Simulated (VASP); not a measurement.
Here is a VASP 6.6.1 calculation.

File INCAR:

```
  PREC = Accurate
  ENCUT = 520
  EDIFF = 1E-8
  ISMEAR = -1
  SIGMA = 0.03
  LREAL = False
  LASPH = True
  NELM = 80
  ALGO = Normal
  ISIF = 2
  LWAVE = False
  LCHARG = False
  GGA = PS
  LEFG = True
  NBANDS = 15
```

KPOINTS

```
regular mesh
0
Gamma
  16 16 16
```

POSCAR

```
TiC
1.0
    0.0000000000      2.1567624877      2.1567624877
    2.1567624877      0.0000000000      2.1567624877
    2.1567624877      2.1567624877      0.0000000000
Ti C
1 1
Direct
    0.0000000000      0.0000000000      0.0000000000
    0.5000000000      0.5000000000      0.5000000000
```

Potentials or basis: VASP PAW PBE potentials, release 64 (Ti_sv, C).

Run with:

```console
$ cat potpaw_PBE.64/Ti_sv/POTCAR potpaw_PBE.64/C/POTCAR > POTCAR
$ mpirun -np 1 vasp_std > vasp.out
```

Estimate the band gap on the k mesh.

zero (bands 8 and 9 overlap by 1.08 eV).

What does it give for the pressure?

-3.4 GPa.

Caveat: the cell stands under tension; the PAW data sets were made with another functional, which shifts forces and pressure a little.
